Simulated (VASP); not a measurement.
# CdPd: single point with LDA

The system is CdPd.

```
Cd Pd
1.0
     2.98275    0.00000    0.00000
     0.00000    2.98275    0.00000
     0.00000    0.00000    3.57721
Cd Pd
1 1
Direct
  0.00000 0.00000 0.00000
  0.50000 0.50000 0.50000
```

```
Program                : VASP 6.6.1
Task                   : single point
Functional             : LDA
Potentials or basis    : VASP PAW LDA potentials, release 64 (Cd, Pd)
Cutoff                 : 520 eV
k mesh                 : 7 × 7 × 6
Occupations            : gaussian, width 0.1 eV
Spin                   : no spin polarisation
Dipole correction      : no
Further INCAR settings : ALGO = Normal; EDIFF = 1e-06; NBANDS = 18
```

```
Pressure               : 1.5 GPa
Band gap on the k mesh : zero (band 11 reaches 10.11 eV, above the bottom of band 12 at 5.08 eV)
```

Stress tensor (GPa, compression positive):
```
0.95 0.00 0.00
0.00 0.95 0.00
0.00 0.00 2.74
```

Levels at points of the mesh, in eV from the Fermi level:
```csv
k point,band 8,band 9,band 10,band 11,band 12,band 13,band 14,band 15
"(0.00, 0.00, 0.00)",-3.47,-1.97,-1.97,-1.70,2.90,8.12,8.12,9.53
"(0.00, 0.00, 0.50)",-4.25,-2.73,-2.73,-1.97,-1.82,13.14,13.14,13.85
```

It took 17 s on 1 thread of Intel Xeon 8259CL, on a shared host, peak memory 0.15 GiB.
